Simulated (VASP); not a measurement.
A run of VASP 6.6.1 is set up as follows.

Contents of INCAR:

```
SYSTEM = W
  PREC = Accurate
  ENCUT = 520
  EDIFF = 1E-7
  ISMEAR = -1
  SIGMA = 0.05
  LREAL = .FALSE.
  LASPH = .TRUE.
  NELM = 80
  ALGO = Normal
  ISIF = 2
  LWAVE = .FALSE.
  LCHARG = .FALSE.
  GGA = PE
  NBANDS = 21
```

The input KPOINTS:

```
regular mesh
0
G
  18 18 10
  0 0 0
```

File POSCAR:

```
W
1.0
    2.4060028881      0.0000000000      0.0000000000
   -1.2030014441      2.0836596227      0.0000000000
    0.0000000000      0.0000000000      3.8153738484
W
2
Direct
    0.3333333333      0.6666666667      0.2500000000
    0.6666666667      0.3333333333      0.7500000000
```

Potentials or basis: VASP PAW PBE potentials, release 64 (W_sv).

Run with:

```console
$ cat potpaw_PBE.64/W_sv/POTCAR > POTCAR
$ mpirun -np 1 vasp_std > vasp.out
```

(1) What does it give for the band gap on the k mesh?

(2) Estimate the pressure.

Results:

(1) zero (band 14 reaches 22.76 eV, above the bottom of band 15 at 17.72 eV).

(2) 446.1 GPa.

Caveat: spin-orbit coupling is left out, which moves the levels of the heavy elements.
